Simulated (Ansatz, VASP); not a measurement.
## One calculation of Mo, two programs

```xyz
8
Lattice="4.9960 0.0000 0.0000 0.0000 4.9960 0.0000 0.0000 0.0000 4.9960" Properties=species:S:1:pos:R:3 pbc="T T T"
Mo    0.0000    0.0000    0.0000
Mo    2.4980    2.4980    2.4980
Mo    1.2490    0.0000    2.4980
Mo    3.7470    0.0000    2.4980
Mo    2.4980    1.2490    0.0000
Mo    2.4980    3.7470    0.0000
Mo    0.0000    2.4980    1.2490
Mo    0.0000    2.4980    3.7470
```

Alike in both runs: task relaxation of cell and atoms; functional PBEsol; k mesh 5 × 5 × 5; occupations fermi-dirac, width 0.1 eV; no spin polarisation.

```csv
,VASP,Ansatz
version,VASP 6.6.1,Ansatz 0.2.0
potentials or method,"VASP PAW PBE potentials, release 64 (Mo_sv), cutoff 600 eV","plane waves (420 eV) with PAW, scalar-relativistic"
valence electrons in the cell,112,112
```

|  | VASP | Ansatz | Ansatz less VASP |
| --- | --- | --- | --- |
| relaxed volume (Å³/atom) | 15.59 | 15.56 | -0.030 |
| relaxed length of the cell vector where the two differ most in proportion (Å) | 4.996 | 4.993 | -0.0032 |

VASP's potentials were made for PBE, not for PBEsol, and Ansatz warns of the same on its side.

Noted on VASP's run: the relaxation stopped at its first step, so nothing moved.
